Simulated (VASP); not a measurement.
Wanted: the native input for a VASP 6.6.1 run.

| Quantity | Value |
| --- | --- |
| Task | single point |
| Functional | PBE |
| Potentials or basis | VASP PAW PBE potentials, release 64 (Mo_sv, W_sv) |
| Cutoff | 520 eV |
| k mesh | 4 × 4 × 4 |
| Occupations | gaussian, width 0.1 eV |
| Spin | no spin polarisation |
| Dipole correction | no |
| Further INCAR settings | ALGO = Normal; EDIFF = 1e-06; NBANDS = 36 |

The structure of Mo3W lies in POSCAR:

```
Mo3W
1.0
    4.0180092772      0.0000000000      0.0000000000
    0.0000000000      4.0180092772      0.0000000000
    0.0000000000      0.0000000000      4.0180092772
Mo W
3 1
Direct
    0.0000000000      0.5000000000      0.5000000000
    0.5000000000      0.0000000000      0.5000000000
    0.5000000000      0.5000000000      0.0000000000
    0.0000000000      0.0000000000      0.0000000000
```

These files were run (other wordings do the same):

INCAR

```
ALGO     = Normal         # electronic algorithm
EDIFF    = 1E-6           # SCF threshold, eV
ENCUT    = 520            # plane-wave cutoff, eV
GGA      = PE             # functional
ISIF     = 2              # what is computed and relaxed
ISMEAR   = 0              # smearing method
LASPH    = T              # aspherical terms in the spheres
LCHARG   = T              # write CHGCAR
LELF     = T              # ELF
LREAL    = F              # projectors in reciprocal space
LVHAR    = T            
LWAVE    = F              # write WAVECAR
NBANDS   = 36             # bands
NELM     = 80             # most SCF steps
PREC     = Accurate       # precision mode
SIGMA    = 0.1            # smearing width, eV
```

KPOINTS

```
k-points
0
Gamma
  4 4 4
```

Potentials or basis: VASP PAW PBE potentials, release 64 (Mo_sv, W_sv).

Run with:

```bash
$ cat potpaw_PBE.64/Mo_sv/POTCAR potpaw_PBE.64/W_sv/POTCAR > POTCAR
$ mpirun -np 1 vasp_std > vasp.out
```

It gave:

- Pressure: 0.5 GPa
- Band gap on the k mesh: zero (band 28 reaches 13.41 eV, above the bottom of band 29 at 11.08 eV)

Caveat: the k points lie up to 0.39 Å⁻¹ apart; spin-orbit coupling is left out, which moves the levels of the heavy elements.

It took 15 s on 1 thread of Intel(R) Xeon(R) 6975P-C (Granite Rapids), with other jobs on the host, peak memory 0.17 GiB.
